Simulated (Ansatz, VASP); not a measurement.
**One calculation of SrTiO3, two programs**

```
Sr Ti O
1.0
     3.90500    0.00000    0.00000
     0.00000    3.90500    0.00000
     0.00000    0.00000    4.02215
Sr Ti O
1 1 3
Cartesian
  0.0000 0.0000 0.0000
  1.9525 1.9525 2.0111
  0.0000 1.9525 2.0111
  1.9525 0.0000 2.0111
  1.9525 1.9525 0.0000
```

Change from the starting cell: z stretched by +3 %, ions relaxed.

Alike in both runs: functional PBE; k mesh 8 × 8 × 8; occupations fermi-dirac, width 0.02 eV; no spin polarisation.

Ansatz relaxed the structure, and its values are those at the end. VASP's run is a single point on that final structure, the one shown.

|  | VASP | Ansatz |
| --- | --- | --- |
| version | VASP 6.6.1 | Ansatz 0.2.0 |
| potentials or method | VASP PAW PBE potentials, release 64 (Sr_sv, Ti_sv, O) | plane-wave PAW, scalar-relativistic |
| plane-wave cutoff (eV) | 600 | 420 |
| valence electrons in the cell | 40 | 40 |

VASP gave:

| Property | Result |
| --- | --- |
| gap on the k mesh at the Fermi level (eV) | 1.74 |
| pressure (GPa) | -0.2 |

Task: Estimate Ansatz's values.

Result: gap on the k mesh at the Fermi level (eV): 1.77; pressure (GPa): -0.7.

The functional is the same, so the differences come from potentials, cutoffs and numerics. Ansatz's warnings: stress scf threshold loose.
